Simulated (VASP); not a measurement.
## Si8HO16 (a cell with a defect): single point with PBE+D3(BJ)

The system is Si8HO16 (a cell with a defect).

```
CELL_PARAMETERS angstrom
-4.11800 -4.11800 0.00000
4.11800 -4.11800 0.00000
0.00000 0.00000 5.29800
ATOMIC_POSITIONS crystal
Si 0.49138 0.51163 0.02599
Si 0.00713 0.49550 0.28584
Si 0.53355 0.48889 0.54254
Si 0.01096 0.47175 0.76601
Si 0.01126 0.98751 0.05160
Si 0.50285 0.99173 0.29383
Si 0.00168 0.01314 0.54364
Si 0.52022 0.99647 0.81372
O 0.21224 0.50629 0.01104
O 0.03282 0.20662 0.28316
O 0.83017 0.49265 0.03320
O 0.00085 0.80996 0.29032
O 0.22335 0.46575 0.54851
O 0.02149 0.20328 0.80172
O 0.83413 0.48622 0.53684
O 0.98414 0.79191 0.78247
O 0.70333 0.00780 0.06636
O 0.50221 0.70532 0.28635
O 0.32029 0.00849 0.06523
O 0.50801 0.31928 0.30832
O 0.71268 0.96727 0.53143
O 0.52725 0.68497 0.79751
O 0.33051 0.04268 0.55659
O 0.54633 0.30304 0.82695
H 0.20390 0.78731 0.52305
```

```
Program                : VASP 6.6.1
Task                   : single point
Functional             : PBE
Dispersion             : D3(BJ)
Potentials or basis    : VASP PAW PBE potentials, release 64 (Si, O, H)
Cutoff                 : 520 eV
k mesh                 : 2 × 2 × 2
Occupations            : fermi-dirac, width 0.05 eV
Spin                   : collinear spin, ferromagnetic start
Starting moments       : [0.0, 0.0, 0.0, 0.0, 0.0, 0.0, 0.0, 0.0, 0.0, 0.0, 0.0, 0.0, 0.0, 0.0, 0.0, 0.0, 0.0, 0.0, 0.0, 0.0, 0.0, 0.0, 0.0, 0.0, 1.0] μB
Dipole correction      : no
Further INCAR settings : LREAL = Auto; ALGO = Normal; EDIFF = 1e-06; NBANDS = 86
```

The pressure is 32.6 GPa and the largest force is 8.041 eV/Å. The band gap on the k mesh is 1.24 eV. The net moment is 1.00 μB per cell. The site moments are Si +0.00, -0.00, +0.01; O -0.00, +0.00, +0.07, +0.05, +0.06, +0.01, +0.12; H +0.35 μB, the valence electrons inside the program's atomic spheres are Si 1.62, 1.51, 1.66, 1.48, 1.61, 1.47, 1.46; O 5.30, 5.28, 5.26, 5.29, 5.24, 5.33, 5.39, 5.18, 5.31, 5.27, 5.25, 5.32, 5.22; H 0.54 and the dispersion energy per atom is -0.247 eV.

Forces on the atoms (eV/Å):
```
Si  -3.313 -0.298  5.857
Si  -1.048 -2.447 -2.921
Si   2.350  0.504  1.112
Si   2.110 -5.501  5.472
Si   0.968 -0.434 -2.541
Si   0.389 -2.921  3.809
Si  -2.340  0.150  0.572
Si   0.691 -0.696 -2.285
O    1.052  0.808  2.403
O   -0.933  2.839  0.922
O    1.525  0.448  1.268
O   -1.557  1.272 -0.549
O    1.937 -0.607 -1.017
O   -3.776  5.453 -0.329
O    2.878  2.365 -1.765
O    1.026 -2.864  2.067
O   -1.607 -0.907 -1.902
O   -1.967  1.540  0.794
O    1.084  2.179 -3.772
O   -2.592  0.801 -3.561
O    2.759 -1.211  1.870
O    2.804 -2.666 -2.933
O   -0.545  0.504  0.981
O   -0.526  1.653 -4.091
H   -1.367  0.038  0.539
```

Stress tensor (GPa, compression positive):
```
31.07  0.43 -1.91
 0.43 34.07 -0.02
-1.91 -0.02 32.78
```

Levels at points of the mesh, in eV from the valence-band top:
Spin up:
```
           k point  band 62  band 63  band 64  band 65  band 66  band 67  band 68  band 69
(0.00, 0.00, 0.00)    -4.56    -4.45    -3.69    -0.65     1.99     2.45     3.09     3.18
(0.50, 0.00, 0.00)    -4.91    -4.53    -4.39    -0.62     2.59     2.79     3.37     3.57
(0.00, 0.50, 0.00)    -5.05    -4.52    -4.26    -0.34     2.69     2.98     3.19     3.47
(0.50, 0.50, 0.00)    -4.94    -4.51    -4.28    -0.34     3.33     3.42     3.59     3.75
(0.00, 0.00, 0.50)    -4.90    -4.55    -4.14    -0.37     3.26     3.49     3.78     3.90
(0.50, 0.00, 0.50)    -4.69    -4.54    -4.16    -0.31     3.51     3.56     4.15     4.46
(0.00, 0.50, 0.50)    -4.67    -4.60    -4.14    -0.07     3.50     3.62     3.69     4.45
(0.50, 0.50, 0.50)    -4.88    -4.82    -4.48     0.00     4.09     4.29     4.33     4.50
```
Spin down:
```
           k point  band 62  band 63  band 64  band 65  band 66  band 67
(0.00, 0.00, 0.00)    -4.54    -4.40    -3.63     1.24     2.13     2.58
(0.50, 0.00, 0.00)    -4.88    -4.46    -4.33     1.49     2.61     2.81
(0.00, 0.50, 0.00)    -5.02    -4.45    -4.22     1.67     2.77     3.08
(0.50, 0.50, 0.00)    -4.88    -4.43    -4.24     1.74     3.36     3.52
(0.00, 0.00, 0.50)    -4.87    -4.47    -4.11     1.93     3.32     3.53
(0.50, 0.00, 0.50)    -4.61    -4.49    -4.12     1.97     3.55     3.62
(0.00, 0.50, 0.50)    -4.58    -4.53    -4.12     2.12     3.63     3.64
(0.50, 0.50, 0.50)    -4.84    -4.74    -4.44     2.20     4.26     4.32
```

It took 6 min on 1 thread of Oxide Virtual Turin-like Processor, with other jobs on the host, peak memory 0.42 GiB.

Caveat: the k points lie up to 0.59 Å⁻¹ apart.
